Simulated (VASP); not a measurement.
# CdSe (P1) in VASP: a series of runs

Runs on CdSe. Level: PBE. Tasks: single point.

All numbers are computed with VASP 6.6.1; they aren't measurements. Logs are shortened: lines on timing, memory, paths and dates and some standing lists are left out, and cuts for length are marked.

### Step 1. The cell of the first run

The typed cell holds 4 atoms: a = 4.298 Å, b = 4.298 Å, c = 7.015 Å, α = 90.00°, β = 90.00°, γ = 120.00°.

### Step 2. Single point, PBE (atom 1 (Cd) moved by (-0.225, -0.225) A along x and z)

INCAR reads:

```
SYSTEM = CdSe
PREC = Accurate
ENCUT = 520
EDIFF = 1E-6
ISMEAR = 0
SIGMA = 0.05
LREAL = .False.
LASPH = .True.
NELM = 80
ALGO = Normal
ISIF = 2
LWAVE = .False.
LCHARG = .False.
GGA = PE
NBANDS = 26
```

KPOINTS reads:

```
regular mesh
0
Gamma
  6 6 4
  0 0 0
```

POSCAR reads:

```
CdSe
1.0
    4.2984999142      0.0000000000      0.0000000000
   -2.1492499571      3.7226101239      0.0000000000
    0.0000000000      0.0000000000      7.0152000000
Cd Se
2 2
Direct
    0.6143228247      0.3333333333     -0.0320732125
    0.3333333333      0.6666666667      0.5000000000
    0.6666666667      0.3333333333      0.3750000000
    0.3333333333      0.6666666667      0.8750000000
```

Potentials or basis: VASP PAW PBE potentials, release 64 (Cd, Se).

The run is started by

```console
> cat potpaw_PBE.64/Cd/POTCAR potpaw_PBE.64/Se/POTCAR > POTCAR
> mpirun -np 1 vasp_std > vasp.out
```

OUTCAR:

```text
SYSTEM = CdSe
   PREC = Accurate
   ENCUT = 520
   EDIFF = 1E-6
   ISMEAR = 0
   LREAL = .False.
   LASPH = .True.
   NELM = 80
   ISIF = 2
   GGA = PE

 ion  position               nearest neighbor table
   1  0.614  0.333  0.968-   4 2.38   4 2.58   4 2.76   3 2.86
   2  0.333  0.667  0.500-   4 2.63   3 2.63   3 2.63   3 2.63
   3  0.667  0.333  0.375-   2 2.63   2 2.63   2 2.63   1 2.86
   4  0.333  0.667  0.875-   1 2.38   1 2.58   2 2.63   1 2.76

  LATTYP: Found a hexagonal cell.
 ALAT       =     4.2984999142
 C/A-ratio  =     1.6320111993

  Lattice vectors:

 A1 = (   4.2984999142,   0.0000000000,   0.0000000000)
 A2 = (  -2.1492499571,   3.7226101239,   0.0000000000)
 A3 = (   0.0000000000,   0.0000000000,   7.0152000000)

Analysis of symmetry for initial positions (statically):
=====================================================================
 Subroutine PRICEL returns:
 Original cell was already a primitive cell.

 Routine SETGRP: Setting up the symmetry group for a
 hexagonal supercell.

 Subroutine GETGRP returns: Found  1 space group operations
 (whereof  1 operations were pure point group operations)
 out of a pool of 24 trial point group operations.

The static configuration has the point symmetry C_1 .

Analysis of symmetry for dynamics (positions and initial velocities):
=====================================================================
 Subroutine PRICEL returns:
 Original cell was already a primitive cell.

 Routine SETGRP: Setting up the symmetry group for a
 hexagonal supercell.

 Subroutine GETGRP returns: Found  1 space group operations
 (whereof  1 operations were pure point group operations)
 out of a pool of 24 trial point group operations.

The dynamic configuration has the point symmetry C_1 .

 Subroutine INISYM returns: Found  1 space group operations
 (whereof  1 operations are pure point group operations),
 and found     1 'primitive' translations

----------------------------------------------------------------------------------------

                                     Primitive cell

  volume of cell :     112.2547

  direct lattice vectors                    reciprocal lattice vectors
     4.298499914  0.000000000  0.000000000     0.232639297  0.134314361  0.000000000
[... 81 lines left out ...]
   PREC   = accura    normal or accurate (medium, high low for compatibility)
   ISTART =      0    job   : 0-new  1-cont  2-samecut
   ICHARG =      2    charge: 1-file 2-atom 10-const
   ISPIN  =      1    spin polarized calculation?
   LNONCOLLINEAR =      F non collinear calculations
   LSORBIT =      F    spin-orbit coupling
   LASPH  =      T    aspherical Exc in radial PAW
   ENCUT  =  520.0 eV  38.22 Ry    6.18 a.u.   7.99  7.99 13.04*2*pi/ulx,y,z
   NELM   =     80;   NELMIN=  2; NELMDL= -5     # of ELM steps
   EDIFF  = 0.1E-05   stopping-criterion for ELM
   LREAL  =      F    real-space projection
   EDIFFG = 0.1E-04   stopping-criterion for IOM
   NSW    =      0    number of steps for IOM
   IBRION =     -1    ionic relax: 0-MD 1-quasi-New 2-CG
   NFREE  =      0    steps in history (QN), initial steepest desc. (CG)
   ISIF   =      2    stress and relaxation
   ISYM   =      2    0-nonsym 1-usesym 2-fastsym
   POTIM  = 0.5000    time-step for ionic-motion
   TEBEG  =    0.0;   TEEND  =   0.0 temperature during run
   PSTRESS=    0.0 pullay stress
   NELECT =      36.0000    total number of electrons
   NUPDOWN=      -1.0000    fix difference up-down
   EMIN   =  10.00;   EMAX   =-10.00  energy-range for DOS
   EFERMI =   0.00;   METHOD = LEGACY
   ISMEAR =     0;   SIGMA  =   0.05  broadening in eV -4-tet -1-fermi 0-gaus
   EFERMI_NEDOS =   21; number of points for ismear=-14 and -15
   IALGO  =     38    algorithm
   IMIX   =      4    mixing-type and parameters
     AMIX     =   0.40;   BMIX     =  1.00
     AMIX_MAG =   1.60;   BMIX_MAG =  1.00
  volume/ion in A,a.u.               =      28.06       189.38
  Fermi-wavevector in a.u.,A,eV,Ry     =   1.120575  2.117579 17.084668  1.255688
  Thomas-Fermi vector in A             =   2.257222
   LORBIT       =      0    0 simple, 1 ext, 2 COOP (PROOUT), +10 PAW based schemes
   GGA     = PE    functional components
   LHFCALC =     F    Hartree Fock is set to
   AEXX    =    0.0000 exact exchange contribution
   IVDW    =     0    specifies the selected vdW correction
   LEPSILON=     F    determine dielectric tensor
   LRPA    =     F    only Hartree local field effects (RPA)
 non-spin polarized calculation
 Gauss-broadening in eV      SIGMA  =   0.05
  energy-cutoff  :      520.00
  volume of cell :      112.25
 maximum number of plane-waves:      3042
   NGX = 15   NGY = 15   NGZ = 27

 number of electron      35.9999998 magnetization

 Free energy of the ion-electron system (eV)
  ---------------------------------------------------
  ext. energy  EPLUGINS =         0.00000000
  ---------------------------------------------------
  free energy    TOTEN  =       -10.60090959 eV

  energy without entropy =      -10.60090959  energy(sigma->0) =      -10.60090959

 E-fermi :   1.2757     XC(G=0):  -8.8850

 val. band max:        1.0418735924   @ k =   0.0000   0.0000   0.0000
 cond. band min:       1.6613407566   @ k =   0.0000   0.0000   0.0000
 fundamental gap:      0.6194671643
 Fermi energy:         1.2756612952

 k-point     1 :       0.0000    0.0000    0.0000
  band No.  band energies     occupation
      1     -11.9981      2.00000
      2     -11.0708      2.00000
      3      -7.4173      2.00000
      4      -7.2623      2.00000
      5      -7.0282      2.00000
      6      -6.8965      2.00000
[... 685 lines left out ...]
     25       8.1916      0.00000
     26       8.3663      0.00000

 [... further k-points ...]
[... 5 lines left out ...]
  --------------------------------------------------------------------------------------
  -------------------------------------------------------------------------------------
  Total        4.3885039      3.7267664      1.4282544     -2.1718475     -0.3842876      1.0369682
  in kB       62.6357873     53.1910084     20.3850425    -30.9981219     -5.4848205     14.8003327
  external PRESSURE =      45.4039461 kB  Pullay stress =       0.0000000 kB

 VOLUME and BASIS-vectors are now :
 -----------------------------------------------------------------------------
  energy-cutoff  :      520.00
  volume of cell :      112.25
      direct lattice vectors                 reciprocal lattice vectors
     4.298499914  0.000000000  0.000000000     0.232639297  0.134314361  0.000000000
    -2.149249957  3.722610124  0.000000000     0.000000000  0.268628722  0.000000000
     0.000000000  0.000000000  7.015200000     0.000000000  0.000000000  0.142547611

 POSITION                                       TOTAL-FORCE (eV/Angst)
 -----------------------------------------------------------------------------------
      1.92425      1.24087      6.79020         1.803856     -0.573806      1.211585
     -0.00000      2.48174      3.50760         0.018822      0.004515     -0.314017
      2.14925      1.24087      2.63070        -0.043012     -0.007933     -0.514870
     -0.00000      2.48174      6.13830        -1.779665      0.577224     -0.382699
 -----------------------------------------------------------------------------------
    total drift:                               -0.000338     -0.000647      0.000093

  FREE ENERGIE OF THE ION-ELECTRON SYSTEM (eV)
  ---------------------------------------------------
  free  energy   TOTEN  =       -10.6009095938 eV

  energy  without entropy=      -10.6009095938  energy(sigma->0) =      -10.60090959
```

OSZICAR:

```text
N       E                     dE             d eps       ncg     rms          rms(c)
DAV:   1     0.240046959091E+03    0.24005E+03   -0.17033E+04  3952   0.125E+03
DAV:   2     0.133628292995E+01   -0.23871E+03   -0.23100E+03  4318   0.308E+02
DAV:   3    -0.112983322730E+02   -0.12635E+02   -0.12547E+02  4718   0.706E+01
DAV:   4    -0.114077430430E+02   -0.10941E+00   -0.10931E+00  4400   0.615E+00
DAV:   5    -0.114084147114E+02   -0.67167E-03   -0.67163E-03  4494   0.467E-01    0.944E+00
DAV:   6    -0.106432139492E+02    0.76520E+00   -0.12978E+00  4714   0.116E+01    0.730E+00
DAV:   7    -0.106039494060E+02    0.39265E-01   -0.61588E-01  4348   0.438E+00    0.264E+00
DAV:   8    -0.106008227859E+02    0.31266E-02   -0.77769E-02  4200   0.281E+00    0.446E-01
DAV:   9    -0.106006506794E+02    0.17211E-03   -0.88502E-03  4574   0.112E+00    0.139E-01
DAV:  10    -0.106007912221E+02   -0.14054E-03   -0.94813E-04  4174   0.301E-01    0.729E-02
DAV:  11    -0.106009128564E+02   -0.12163E-03   -0.25634E-04  4182   0.108E-01    0.207E-02
DAV:  12    -0.106009066479E+02    0.62086E-05   -0.58112E-05  4694   0.869E-02    0.975E-03
DAV:  13    -0.106009094172E+02   -0.27693E-05   -0.91832E-06  4078   0.206E-02    0.341E-03
DAV:  14    -0.106009095938E+02   -0.17666E-06   -0.42312E-07  3388   0.444E-03
   1 F= -.10600910E+02 E0= -.10600910E+02  d E =-.627197E-13
```

Wall time 3.9 min (1 thread of AMD EPYC 7R43 (Zen 3), shared host); peak memory 0.3 GiB.

What came out:

* Free energy: -10.6009 eV
* Pressure: 4.5 GPa
* Largest force: 2.247 eV/Å
* Band gap on the k mesh: 0.62 eV

Forces on the atoms (eV/Å):
```
Cd   1.804 -0.574  1.212
Cd   0.019  0.005 -0.314
Se  -0.043 -0.008 -0.515
Se  -1.780  0.577 -0.383
```

Caveat: the cell differs from its parent crystal (atom 1 (Cd) moved by (-0.225, -0.225) A along x and z); the cell stands under pressure; forces of over 1 eV/Å act on the atoms, so gaps and moduli don't describe the material at rest.

### Step 3. Single point, PBE (atom 1 (Cd) moved by (-0.225, +0.225) A along x and z)

INCAR reads:

```
SYSTEM = CdSe
  PREC = Accurate
  ENCUT = 520
  EDIFF = 1E-6
  ISMEAR = 0
  SIGMA = 0.05
  LREAL = .FALSE.
  LASPH = .TRUE.
  NELM = 60
  ALGO = Normal
  ISIF = 2
  LWAVE = .FALSE.
  LCHARG = .FALSE.
  GGA = PE
  NBANDS = 26
```

KPOINTS reads:

```
regular mesh
0
G
  6 6 4
  0 0 0
```

Changes to POSCAR since step 2:

```diff
@@ -8,3 +8,3 @@
 Direct
-    0.6143228247      0.3333333333     -0.0320732125
+    0.6143228247      0.3333333333      0.0320732125
     0.3333333333      0.6666666667      0.5000000000
```

Potentials or basis: VASP PAW PBE potentials, release 64 (Cd, Se).

The run is started by

```console
> cat potpaw_PBE.64/Cd/POTCAR potpaw_PBE.64/Se/POTCAR > POTCAR
> mpirun -np 1 vasp_std > vasp.out
```

OUTCAR:

```text
SYSTEM = CdSe
   PREC = Accurate
   ENCUT = 520
   EDIFF = 1E-6
   ISMEAR = 0
   LREAL = .FALSE.
   LASPH = .TRUE.
   NELM = 60
   ISIF = 2
   GGA = PE

 ion  position               nearest neighbor table
   1  0.614  0.333  0.032-   3 2.42   4 2.54   4 2.72   4 2.90
   2  0.333  0.667  0.500-   4 2.63   3 2.63   3 2.63   3 2.63
   3  0.667  0.333  0.375-   1 2.42   2 2.63   2 2.63   2 2.63
   4  0.333  0.667  0.875-   1 2.54   2 2.63   1 2.72   1 2.90

  LATTYP: Found a hexagonal cell.
 ALAT       =     4.2984999142
 C/A-ratio  =     1.6320111993

  Lattice vectors:

 A1 = (   4.2984999142,   0.0000000000,   0.0000000000)
 A2 = (  -2.1492499571,   3.7226101239,   0.0000000000)
 A3 = (   0.0000000000,   0.0000000000,   7.0152000000)

Analysis of symmetry for initial positions (statically):
=====================================================================
 Subroutine PRICEL returns:
 Original cell was already a primitive cell.

 Routine SETGRP: Setting up the symmetry group for a
 hexagonal supercell.

[... 164 lines left out ...]
  ext. energy  EPLUGINS =         0.00000000
  ---------------------------------------------------
  free energy    TOTEN  =       -10.63006125 eV

  energy without entropy =      -10.63006125  energy(sigma->0) =      -10.63006125

 E-fermi :   1.4105     XC(G=0):  -8.8908

 val. band max:        1.1413339908   @ k =   0.0000   0.0000   0.0000
 cond. band min:       1.6207527334   @ k =   0.0000   0.0000   0.0000
 fundamental gap:      0.4794187426
 Fermi energy:         1.4105428289

 k-point     1 :       0.0000    0.0000    0.0000
  band No.  band energies     occupation
      1     -11.9595      2.00000
      2     -11.0393      2.00000
      3      -7.1563      2.00000
      4      -7.1199      2.00000
      5      -7.0990      2.00000
      6      -6.8755      2.00000
[... 685 lines left out ...]
     25       8.1699      0.00000
     26       8.4157      0.00000

 [... further k-points ...]
[... 5 lines left out ...]
  --------------------------------------------------------------------------------------
  -------------------------------------------------------------------------------------
  Total        2.0128088      1.6542550      5.4989899     -0.7543477     -0.2730952      1.0941807
  in kB       28.7282099     23.6106802     78.4854170    -10.7665758     -3.8978052     15.6169104
  external PRESSURE =      43.6081024 kB  Pullay stress =       0.0000000 kB

 VOLUME and BASIS-vectors are now :
 -----------------------------------------------------------------------------
  energy-cutoff  :      520.00
  volume of cell :      112.25
      direct lattice vectors                 reciprocal lattice vectors
     4.298499914  0.000000000  0.000000000     0.232639297  0.134314361  0.000000000
    -2.149249957  3.722610124  0.000000000     0.000000000  0.268628722  0.000000000
     0.000000000  0.000000000  7.015200000     0.000000000  0.000000000  0.142547611

 POSITION                                       TOTAL-FORCE (eV/Angst)
 -----------------------------------------------------------------------------------
      1.92425      1.24087      0.22500         0.617166     -0.231731     -1.909631
     -0.00000      2.48174      3.50760         0.042537      0.004656      0.308808
      2.14925      1.24087      2.63070         0.135964     -0.017304      1.472178
     -0.00000      2.48174      6.13830        -0.795667      0.244379      0.128646
 -----------------------------------------------------------------------------------
    total drift:                               -0.000346     -0.000625      0.000165

  FREE ENERGIE OF THE ION-ELECTRON SYSTEM (eV)
  ---------------------------------------------------
  free  energy   TOTEN  =       -10.6300612539 eV

  energy  without entropy=      -10.6300612539  energy(sigma->0) =      -10.63006125
```

OSZICAR:

```text
N       E                     dE             d eps       ncg     rms          rms(c)
DAV:   1     0.240247873418E+03    0.24025E+03   -0.17033E+04  3952   0.124E+03
DAV:   2     0.110828111652E+01   -0.23914E+03   -0.23138E+03  4336   0.309E+02
DAV:   3    -0.113402550159E+02   -0.12449E+02   -0.12385E+02  4764   0.706E+01
DAV:   4    -0.114411869032E+02   -0.10093E+00   -0.10084E+00  4418   0.604E+00
DAV:   5    -0.114418194421E+02   -0.63254E-03   -0.63252E-03  4576   0.458E-01    0.936E+00
DAV:   6    -0.106735761915E+02    0.76824E+00   -0.12952E+00  4726   0.114E+01    0.725E+00
DAV:   7    -0.106334848915E+02    0.40091E-01   -0.61318E-01  4390   0.417E+00    0.262E+00
DAV:   8    -0.106299947597E+02    0.34901E-02   -0.73466E-02  4198   0.269E+00    0.429E-01
DAV:   9    -0.106298049550E+02    0.18980E-03   -0.85026E-03  4678   0.107E+00    0.122E-01
DAV:  10    -0.106299458599E+02   -0.14090E-03   -0.89984E-04  4134   0.296E-01    0.729E-02
DAV:  11    -0.106300640392E+02   -0.11818E-03   -0.25425E-04  4180   0.103E-01    0.248E-02
DAV:  12    -0.106300587706E+02    0.52686E-05   -0.41799E-05  4670   0.716E-02    0.927E-03
DAV:  13    -0.106300610647E+02   -0.22941E-05   -0.69399E-06  4100   0.161E-02    0.359E-03
DAV:  14    -0.106300612539E+02   -0.18920E-06   -0.41539E-07  3174   0.438E-03
   1 F= -.10630061E+02 E0= -.10630061E+02  d E =-.412820E-11
```

It took 3.2 min on 1 thread of AMD EPYC 7R43 (Zen 3), shared host; peak memory 0.31 GiB.

Results:

* Free energy: -10.6301 eV
* Pressure: 4.4 GPa
* Largest force: 2.020 eV/Å
* Band gap on the k mesh: 0.48 eV

Forces on the atoms (eV/Å):
```
Cd   0.617 -0.232 -1.910
Cd   0.043  0.005  0.309
Se   0.136 -0.017  1.472
Se  -0.796  0.244  0.129
```

Caveat: the cell differs from its parent crystal (atom 1 (Cd) moved by (-0.225, +0.225) A along x and z); the cell stands under pressure; forces of over 1 eV/Å act on the atoms, so gaps and moduli don't describe the material at rest.
